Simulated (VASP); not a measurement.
Runs of VASP 6.6.1 on TlCl. Symmetry: Pm-3m, No. 221, cubic system. Conventional cell: a = 3.794 Å, b = 3.794 Å, c = 3.794 Å, α = 90.00°, β = 90.00°, γ = 90.00°. Tl (site symmetry m-3m) has 8 Cl at 3.29 Å and 6 Tl at 3.79 Å within 4.3 Å. Cl (site symmetry m-3m) has 8 Tl at 3.29 Å and 6 Cl at 3.79 Å within 4.3 Å. 

```tsv
level	potentials or basis	k mesh	cutoff (eV)	grid for exact exchange (PRECFOCK)	share of exact exchange	screening parameter	gap on the mesh (eV)	pressure (GPa)
r2SCAN	VASP PAW PBE potentials, release 64 (Tl_d, Cl)	4 × 4 × 4	550	-	-	-	2.42	(b)
HSE06	VASP PAW PBE potentials, release 64 (Tl_d, Cl)	4 × 4 × 4	400	Normal	0.25	0.2079 1/Å	(a)	(c)
PBE	VASP PAW PBE potentials, release 64 (Tl_d, Cl)	6 × 6 × 6	500	-	-	-	2.00	2.2
PBE	VASP PAW PBE potentials, release 64 (Tl_d, Cl)	4 × 4 × 4	500	-	-	-	1.99	2.3
LDA	VASP PAW LDA potentials, release 64 (Tl_d, Cl)	4 × 4 × 4	500	-	-	-	1.76	-2.3
```

Alike in all rows: task single point; no spin polarisation; cell as given; smearing gaussian 0.01 eV.

Problem. Estimate the missing entries.

Solution. (a) 2.74; (b) 1.1; (c) 1.9.

Caveats: spin-orbit coupling is left out, which moves the levels of the heavy elements; the PAW data sets were made with another functional, which shifts forces and pressure a little (at least some runs).

A k mesh can miss the band edges, and the runs leave out spin-orbit coupling on Tl.
